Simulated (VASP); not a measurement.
A run of VASP 6.6.1:

POSCAR

```
AgI
1.0
    0.0000000000      3.2886327781      3.2886327781
    3.2886327781      0.0000000000      3.2886327781
    3.2886327781      3.2886327781      0.0000000000
Ag I
1 1
Direct
    0.0000000000      0.0000000000      0.0000000000
    0.2500000000      0.2500000000      0.2500000000
```

File INCAR.step1:

```
PREC     = Accurate       # precision mode
ENCUT    = 400            # plane-wave cutoff, eV
EDIFF    = 1E-5           # SCF threshold, eV
ISMEAR   = 0              # smearing method
SIGMA    = 0.01           # smearing width, eV
LREAL    = F              # projectors in reciprocal space
LASPH    = T              # aspherical terms in the spheres
NELM     = 200            # most SCF steps
ALGO     = Normal         # electronic algorithm
ISIF     = 2              # what is computed and relaxed
LWAVE    = T              # write WAVECAR
MAGMOM   = 0 0 0 0 0 0    # initial moments
LORBIT   = 11             # projections on sites
LSORBIT  = T              # spin-orbit coupling
GGA_COMPAT= F            
LORBMOM  = T            
LMAXMIX  = 4              # l up to which the mixer works
GGA      = PE             # functional
NBANDS   = 30             # bands
```

File INCAR.step2:

```
PREC     = Accurate       # precision mode
ENCUT    = 400            # plane-wave cutoff, eV
EDIFF    = 1E-6           # SCF threshold, eV
ISMEAR   = 0              # smearing method
SIGMA    = 0.01           # smearing width, eV
LREAL    = F              # projectors in reciprocal space
LASPH    = T              # aspherical terms in the spheres
NELM     = 200            # most SCF steps
ALGO     = Normal         # electronic algorithm
ISIF     = 2              # what is computed and relaxed
LWAVE    = F              # write WAVECAR
LCHARG   = T              # write CHGCAR
MAGMOM   = 0 0 0 0 0 0    # initial moments
LORBIT   = 11             # projections on sites
LSORBIT  = T              # spin-orbit coupling
GGA_COMPAT= F            
LORBMOM  = T            
LMAXMIX  = 4              # l up to which the mixer works
GGA      = PE             # functional
LHFCALC  = T              # exact exchange
HFSCREEN = 0.2079         # screening, 1/A
PRECFOCK = Normal       
LVHAR    = T            
ISTART   = 1            
NBANDS   = 30             # bands
```

The input KPOINTS:

```
regular mesh
0
Gamma
  4 4 4
```

Potentials or basis: VASP PAW PBE potentials, release 64 (Ag, I).

Command:

```console
$ cat potpaw_PBE.64/Ag/POTCAR potpaw_PBE.64/I/POTCAR > POTCAR
$ cp INCAR.step1 INCAR
$ mpirun -np 1 vasp_ncl > vasp.out
$ cp INCAR.step2 INCAR
$ mpirun -np 1 vasp_ncl > vasp.out
```

Hardware: 1 thread of Intel(R) Xeon(R) Platinum 8259CL CPU @ 2.50GHz (Skylake/Cascade Lake), on a shared host.

Problem. How long does it take, and how much memory?

Solution. It took 36 min on 1 thread of Intel(R) Xeon(R) Platinum 8259CL CPU @ 2.50GHz (Skylake/Cascade Lake), on a shared host, peak memory 0.41 GiB. Counts: k points 10.
